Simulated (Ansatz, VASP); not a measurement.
Two plane-wave programs on Fe

File INCAR:

```
SYSTEM = Fe
  PREC = Accurate
  ENCUT = 520
  EDIFF = 1E-6
  ISMEAR = -1
  SIGMA = 0.1
  LREAL = .FALSE.
  LASPH = .TRUE.
  NELM = 100
  ALGO = Normal
  ISIF = 2
  LWAVE = .FALSE.
  LCHARG = .FALSE.
  GGA = RE
  NBANDS = 10
```

The input KPOINTS:

```
regular mesh
0
G
  17 17 17
  0 0 0
```

Contents of POSCAR:

```
Fe
1.0
    0.0000000000      1.7343749128      1.7343749128
    1.7343749128      0.0000000000      1.7343749128
    1.7343749128      1.7343749128      0.0000000000
Fe
1
Direct
    0.0000000000      0.0000000000      0.0000000000
```

Input for Ansatz:

```yaml
crystal:
  lattice:
    - [0.0, 1.7343749128, 1.7343749128]
    - [1.7343749128, 0.0, 1.7343749128]
    - [1.7343749128, 1.7343749128, 0.0]
  atoms:
    - { symbol: Fe, position: [0.0, 0.0, 0.0] }
hamiltonian:
  xc: revpbe
  pseudopotentials:
    kind: paw
    azcp:
      Fe: "pseudopotentials/Fe.paw.azcp"
basis:
  ecutwfc: 420
  fft_grid_basis: typed
kpoints:
  mp_grid: { grid: [17, 17, 17], shift: [0, 0, 0] }
magnetization:
  spin_polarized: false
scf:
  occupations: { method: fermi_dirac, width: 0.1 }
  lower_state_search: "off"
output:
  stress: true
  write_density: true
  write_potential: true
  elf: true
  volumetric_format: npy
```

Alike in both runs: task single point; functional revPBE; k mesh 17 × 17 × 17; occupations fermi-dirac, width 0.1 eV; no spin polarisation.

```csv
,VASP,Ansatz
version,VASP 6.6.1,Ansatz 0.2.0
potentials or method,"VASP PAW PBE potentials, release 64 (Fe), cutoff 520 eV","plane waves (420 eV) with PAW, scalar-relativistic"
valence electrons in the cell,8,16
```

|  | VASP | Ansatz | Ansatz less VASP |
| --- | --- | --- | --- |
| pressure (GPa) | -0.4 | 0.1 | +0.55 |

VASP's potentials were made for PBE, not for revPBE. VASP's potentials hold 8 valence electrons a cell and Ansatz's 16, so a difference there can come from the potentials and not from the codes.
